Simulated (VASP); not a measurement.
# MgO (P6/mmm) in VASP: notebook

MgO is run at these levels: PBE; tasks: single point.

Program: VASP 6.6.1. These are calculated values, not measurements. Logs are shortened: lines on timing, memory, paths and dates and some standing lists are left out, and cuts for length are marked.

## (1) The cell of the first run

The structure is hexagonal, space group P6/mmm (No. 191). The conventional cell has a = 3.816 Å, b = 3.816 Å, c = 4.395 Å, α = 90.00°, β = 90.00°, γ = 120.00°. Mg (site symmetry 6/mmm) has 2 Mg at 2.20 Å within 2.9 Å. Within 2.9 Å of Mg (site symmetry 6/mmm) lie 2 Mg at 2.20 Å and 6 O at 2.20 Å. Within 2.9 Å of O (site symmetry -6m2) lie 3 Mg at 2.20 Å and 3 O at 2.20 Å.

The cell was generated, and may not be a known phase.

## (2) Single point, PBE, collinear spin, ferromagnetic start

Input file INCAR:

```
SYSTEM = MgO
ALGO = Normal
EDIFF = 1E-6
ENCUT = 520
GGA = PE
ISIF = 2
ISMEAR = 0
ISPIN = 2
LASPH = .True.
LCHARG = .False.
LORBIT = 11
LREAL = .False.
LWAVE = .False.
MAGMOM = 0 0 1 1
NBANDS = 20
NELM = 150
PREC = Accurate
SIGMA = 0.1
```

Input file KPOINTS:

```
k-points
0
Gamma
  6 6 4
  0 0 0
```

Input file POSCAR:

```
MgO
1.0
    3.8164736400      0.0000000000      0.0000000000
   -1.9082368200      3.3051631300      0.0000000000
    0.0000000000      0.0000000000      4.3952681500
Mg O
2 2
Direct
    0.0000000000      0.0000000000      0.5000000000
    0.0000000000      0.0000000000      0.0000000000
    0.3333333300      0.6666666700      0.0000000000
    0.6666666700      0.3333333300      0.0000000000
```

Potentials or basis: VASP PAW PBE potentials, release 64 (Mg, O).

Launch:

```
$ cat potpaw_PBE.64/Mg/POTCAR potpaw_PBE.64/O/POTCAR > POTCAR
$ mpirun -np 1 vasp_std > vasp.out
```

OUTCAR:

```text
SYSTEM = MgO
   EDIFF = 1E-6
   ENCUT = 520
   GGA = PE
   ISIF = 2
   ISMEAR = 0
   ISPIN = 2
   LASPH = .True.
   LORBIT = 11
   LREAL = .False.
   NELM = 150
   PREC = Accurate

 ion  position               nearest neighbor table
   1  0.000  0.000  0.500-   2 2.20   2 2.20
   2  0.000  0.000  0.000-   1 2.20   1 2.20   4 2.20   3 2.20   4 2.20   3 2.20   4 2.20   3 2.20

   3  0.333  0.667  0.000-   2 2.20   2 2.20   2 2.20
   4  0.667  0.333  0.000-   2 2.20   2 2.20   2 2.20

  LATTYP: Found a hexagonal cell.
 ALAT       =     3.8164736400
 C/A-ratio  =     1.1516568866

  Lattice vectors:

 A1 = (   3.8164736400,   0.0000000000,   0.0000000000)
 A2 = (  -1.9082368200,   3.3051631300,   0.0000000000)
 A3 = (   0.0000000000,   0.0000000000,   4.3952681500)

Analysis of symmetry for initial positions (statically):
=====================================================================
 Subroutine PRICEL returns:
 Original cell was already a primitive cell.

 Routine SETGRP: Setting up the symmetry group for a
 hexagonal supercell.

 Subroutine GETGRP returns: Found 24 space group operations
 (whereof 24 operations were pure point group operations)
 out of a pool of 24 trial point group operations.

The static configuration has the point symmetry D_6h.

Analysis of symmetry for dynamics (positions and initial velocities):
=====================================================================
 Subroutine PRICEL returns:
 Original cell was already a primitive cell.

 Routine SETGRP: Setting up the symmetry group for a
 hexagonal supercell.

 Subroutine GETGRP returns: Found 24 space group operations
 (whereof 24 operations were pure point group operations)
 out of a pool of 24 trial point group operations.

The dynamic configuration has the point symmetry D_6h.

Analysis of structural, dynamic, and magnetic symmetry:
=====================================================================
 Subroutine PRICEL returns:
 Original cell was already a primitive cell.

 Routine SETGRP: Setting up the symmetry group for a
 hexagonal supercell.

 Subroutine GETGRP returns: Found 24 space group operations
 (whereof 24 operations were pure point group operations)
 out of a pool of 24 trial point group operations.

The overall configuration has the point symmetry D_6h.

 Subroutine INISYM returns: Found 24 space group operations
 (whereof 24 operations are pure point group operations),
 and found     1 'primitive' translations

----------------------------------------------------------------------------------------

                                     Primitive cell

  volume of cell :      55.4422

  direct lattice vectors                    reciprocal lattice vectors
     3.816473640  0.000000000  0.000000000     0.262021985  0.151278464  0.000000000
    -1.908236820  3.305163130  0.000000000     0.000000000  0.302556927  0.000000000
     0.000000000  0.000000000  4.395268150     0.000000000  0.000000000  0.227517404

  length of vectors
     3.816473640  3.816473644  4.395268150     0.302556927  0.302556927  0.227517404

  position of ions in fractional coordinates (direct lattice)
     0.000000000  0.000000000  0.500000000
     0.000000000  0.000000000  0.000000000
     0.333333330  0.666666670  0.000000000
     0.666666670  0.333333330  0.000000000

  ion indices of the primitive-cell ions
   primitive index   ion index
                 1           1
                 2           2
                 3           3
                 4           4

----------------------------------------------------------------------------------------

 KPOINTS: k-points

Automatic generation of k-mesh.
 Grid dimensions read from file:
 generate k-points for:    6    6    4

 Generating k-lattice:

  Cartesian coordinates                     Fractional coordinates (reciprocal lattice)
     0.043670331  0.025213077  0.000000000     0.166666667  0.000000000  0.000000000
     0.000000000  0.050426155  0.000000000     0.000000000  0.166666667  0.000000000
     0.000000000  0.000000000  0.056879351     0.000000000  0.000000000  0.250000000

  Length of vectors
     0.050426155  0.050426155  0.056879351

  Shift w.r.t. Gamma in fractional coordinates (k-lattice)
     0.000000000  0.000000000  0.000000000

 Subroutine IBZKPT returns following result:
 ===========================================

 Found     21 irreducible k-points:

 Following reciprocal coordinates:
            Coordinates               Weight
  0.000000  0.000000  0.000000      1.000000
  0.166667  0.000000  0.000000      6.000000
  0.333333  0.000000  0.000000      6.000000
  0.500000  0.000000  0.000000      3.000000
  0.166667  0.166667  0.000000      6.000000
  0.333333  0.166667  0.000000     12.000000
[... 13 lines left out ...]
  0.333333  0.166667  0.500000     12.000000
  0.333333  0.333333  0.500000      2.000000
   k-points           NKPTS =     21   k-points in BZ     NKDIM =     21   number of bands    NBANDS=     20
   number of dos      NEDOS =    301   number of ions     NIONS =      4
   total plane-waves  NPLWV =  28224
   dimension x,y,z NGX =    28 NGY =   28 NGZ =   36
   dimension x,y,z NGXF=    56 NGYF=   56 NGZF=   72
   ions per type =               2   2
   NGX,Y,Z   is equivalent  to a cutoff of  12.20, 12.20, 13.62 a.u.
   NGXF,Y,Z  is equivalent  to a cutoff of  24.39, 24.39, 27.23 a.u.
 SYSTEM =  MgO
   PREC   = accura    normal or accurate (medium, high low for compatibility)
   ISTART =      0    job   : 0-new  1-cont  2-samecut
   ICHARG =      2    charge: 1-file 2-atom 10-const
   ISPIN  =      2    spin polarized calculation?
   LNONCOLLINEAR =      F non collinear calculations
   LSORBIT =      F    spin-orbit coupling
   LASPH  =      T    aspherical Exc in radial PAW
   ENCUT  =  520.0 eV  38.22 Ry    6.18 a.u.   7.10  7.10  8.17*2*pi/ulx,y,z
   NELM   =    150;   NELMIN=  2; NELMDL= -5     # of ELM steps
   EDIFF  = 0.1E-05   stopping-criterion for ELM
   LREAL  =      F    real-space projection
   EDIFFG = 0.1E-04   stopping-criterion for IOM
   NSW    =      0    number of steps for IOM
[... 5 lines left out ...]
   TEBEG  =    0.0;   TEEND  =   0.0 temperature during run
   PSTRESS=    0.0 pullay stress
   NELECT =      16.0000    total number of electrons
   NUPDOWN=      -1.0000    fix difference up-down
   EMIN   =  10.00;   EMAX   =-10.00  energy-range for DOS
   EFERMI =   0.00;   METHOD = LEGACY
   ISMEAR =     0;   SIGMA  =   0.10  broadening in eV -4-tet -1-fermi 0-gaus
   EFERMI_NEDOS =   21; number of points for ismear=-14 and -15
   IALGO  =     38    algorithm
   IMIX   =      4    mixing-type and parameters
     AMIX     =   0.40;   BMIX     =  1.00
     AMIX_MAG =   1.60;   BMIX_MAG =  1.00
  volume/ion in A,a.u.               =      13.86        93.54
  Fermi-wavevector in a.u.,A,eV,Ry     =   1.081852  2.044404 15.924319  1.170404
  Thomas-Fermi vector in A             =   2.217879
   LORBIT       =     11    0 simple, 1 ext, 2 COOP (PROOUT), +10 PAW based schemes
   GGA     = PE    functional components
   LHFCALC =     F    Hartree Fock is set to
   AEXX    =    0.0000 exact exchange contribution
   IVDW    =     0    specifies the selected vdW correction
   LEPSILON=     F    determine dielectric tensor
   LRPA    =     F    only Hartree local field effects (RPA)
 spin polarized calculation
 Gauss-broadening in eV      SIGMA  =   0.10
  energy-cutoff  :      520.00
  volume of cell :       55.44
 maximum number of plane-waves:      1506
   NGX = 15   NGY = 15   NGZ = 17

 number of electron      16.0000000 magnetization       2.0000000

 number of electron      15.9999992 magnetization      -0.0030123

 Free energy of the ion-electron system (eV)
  ---------------------------------------------------
  ext. energy  EPLUGINS =         0.00000000
  ---------------------------------------------------
  free energy    TOTEN  =       -11.77844767 eV

  energy without entropy =      -11.76097823  energy(sigma->0) =      -11.76971295

 E-fermi :   2.8406     XC(G=0):  -9.4307

 val. band max:        2.7566714329   @ k =   0.1667   0.1667   0.2500
 cond. band min:       2.9005864146   @ k =   0.3333   0.1667   0.0000
 fundamental gap:      0.1439149816
 Fermi energy:         2.8406167113

 spin component 1

 k-point     1 :       0.0000    0.0000    0.0000
  band No.  band energies     occupation
      1     -15.8497      1.00000
      2     -12.4948      1.00000
      3      -1.3645      1.00000
      4      -1.3268      1.00000
      5      -1.3268      1.00000
      6      -0.4541      1.00000
[... 12 lines left out ...]
     19      17.1573      0.00000
     20      18.2379      0.00000
[... 438 lines left out ...]
 k-point    21 :       0.3333    0.3333    0.5000
  band No.  band energies     occupation
      1     -14.3117      1.00000
      2     -14.3117      1.00000
      3      -3.1886      1.00000
      4      -0.2214      1.00000
      5      -0.2214      1.00000
      6       0.4652      1.00000
[... 12 lines left out ...]
     19      19.3897      0.00000
     20      19.3897      0.00000
 Fermi energy:         2.8406167113

 spin component 2

 k-point     1 :       0.0000    0.0000    0.0000
  band No.  band energies     occupation
      1     -15.8505      1.00000
      2     -12.4957      1.00000
      3      -1.3652      1.00000
      4      -1.3276      1.00000
      5      -1.3276      1.00000
      6      -0.4567      1.00000
[... 12 lines left out ...]
     19      17.1562      0.00000
     20      18.2375      0.00000
[... 438 lines left out ...]
 k-point    21 :       0.3333    0.3333    0.5000
  band No.  band energies     occupation
      1     -14.3125      1.00000
      2     -14.3125      1.00000
      3      -3.1893      1.00000
      4      -0.2221      1.00000
      5      -0.2221      1.00000
      6       0.4644      1.00000
[... 12 lines left out ...]
     19      19.3893      0.00000
     20      19.3893      0.00000

------------------------ aborting loop because EDIFF is reached ----------------------------------------

  FORCE on cell =-STRESS in cart. coord.  units (eV):
  Direction    XX          YY          ZZ          XY          YZ          ZX
  --------------------------------------------------------------------------------------
  -------------------------------------------------------------------------------------
  Total       -1.8612960     -1.8612960     14.0914113      0.0000000      0.0000000      0.0000000
  in kB      -53.7880102    -53.7880103    407.2157170      0.0000000      0.0000000      0.0000000
  external PRESSURE =      99.8798988 kB  Pullay stress =       0.0000000 kB

 VOLUME and BASIS-vectors are now :
 -----------------------------------------------------------------------------
  energy-cutoff  :      520.00
  volume of cell :       55.44
      direct lattice vectors                 reciprocal lattice vectors
     3.816473640  0.000000000  0.000000000     0.262021985  0.151278464  0.000000000
    -1.908236820  3.305163130  0.000000000     0.000000000  0.302556927  0.000000000
     0.000000000  0.000000000  4.395268150     0.000000000  0.000000000  0.227517404

 POSITION                                       TOTAL-FORCE (eV/Angst)
 -----------------------------------------------------------------------------------
      0.00000      0.00000      2.19763        -0.000000      0.000000      0.000000
      0.00000      0.00000      0.00000        -0.000000      0.000000      0.000000
     -0.00000      2.20344      0.00000        -0.000000      0.000000      0.000000
      1.90824      1.10172      0.00000         0.000000     -0.000000      0.000000
 -----------------------------------------------------------------------------------
    total drift:                                0.000000      0.000000     -0.000000

  FREE ENERGIE OF THE ION-ELECTRON SYSTEM (eV)
  ---------------------------------------------------
  free  energy   TOTEN  =       -11.7784476748 eV

  energy  without entropy=      -11.7609782324  energy(sigma->0) =      -11.76971295

 total charge

# of ion       s       p       d       tot
------------------------------------------
    1        0.295   0.062   0.013   0.371
    2        0.199   0.181   0.060   0.440
    3        1.611   3.231   0.000   4.842
    4        1.611   3.231   0.000   4.842
--------------------------------------------------
tot          3.717   6.705   0.073  10.495

 magnetization (x)

# of ion       s       p       d       tot
------------------------------------------
    1       -0.001  -0.000  -0.000  -0.001
    2       -0.000  -0.000  -0.000  -0.000
    3       -0.000  -0.001   0.000  -0.001
    4       -0.000  -0.001   0.000  -0.001
--------------------------------------------------
tot         -0.001  -0.001  -0.000  -0.002
```

Wall time 34 s (1 thread of AMD EPYC 9R45 (Zen 5), shared host); peak memory 0.17 GiB.

What came out:

| Item | Value |
| --- | --- |
| Free energy | -11.7784 eV |
| Pressure | 10.0 GPa |
| Band gap on the k mesh | zero (filled and empty bands overlap) |
| Net moment | 0.00 μB per cell |
| Valence electrons inside the program's atomic spheres | Mg 0.37, 0.44; O 4.84 |

Stress tensor (GPa, compression positive):
```
-5.38  0.00  0.00
 0.00 -5.38  0.00
 0.00  0.00 40.72
```

Levels at points of the mesh, in eV from the Fermi level:
Spin up:
| k point | band 4 | band 5 | band 6 | band 7 | band 8 | band 9 | band 10 | band 11 | band 12 | band 13 |
| --- | --- | --- | --- | --- | --- | --- | --- | --- | --- | --- |
| (0.00, 0.00, 0.00) | -4.17 | -4.17 | -3.29 | -1.24 | -1.24 | -0.77 | 4.69 | 5.69 | 7.76 | 7.76 |
| (0.50, 0.00, 0.00) | -4.98 | -2.94 | -1.96 | -1.04 | 0.17 | 0.19 | 1.37 | 3.45 | 6.24 | 6.32 |
| (0.00, 0.00, 0.50) | -4.13 | -4.13 | -1.19 | -1.19 | -0.88 | 0.57 | 1.15 | 7.19 | 7.19 | 8.21 |
| (0.50, 0.00, 0.50) | -4.64 | -3.74 | -2.90 | -0.87 | 0.18 | 0.19 | 3.19 | 3.36 | 5.05 | 7.73 |
Spin down:
| k point | band 4 | band 5 | band 6 | band 7 | band 8 | band 9 | band 10 | band 11 | band 12 | band 13 |
| --- | --- | --- | --- | --- | --- | --- | --- | --- | --- | --- |
| (0.00, 0.00, 0.00) | -4.17 | -4.17 | -3.30 | -1.24 | -1.24 | -0.77 | 4.69 | 5.69 | 7.76 | 7.76 |
| (0.50, 0.00, 0.00) | -4.98 | -2.94 | -1.96 | -1.04 | 0.17 | 0.18 | 1.37 | 3.45 | 6.24 | 6.32 |
| (0.00, 0.00, 0.50) | -4.13 | -4.13 | -1.19 | -1.19 | -0.88 | 0.56 | 1.14 | 7.19 | 7.19 | 8.20 |
| (0.50, 0.00, 0.50) | -4.64 | -3.74 | -2.90 | -0.87 | 0.18 | 0.18 | 3.19 | 3.36 | 5.05 | 7.73 |

Caveat: the stress differs along the axes, from -5 to 41 GPa.

[end of part 1 of 2]

The gap in the log of VASP goes by the Fermi energy; the results here count the filled bands.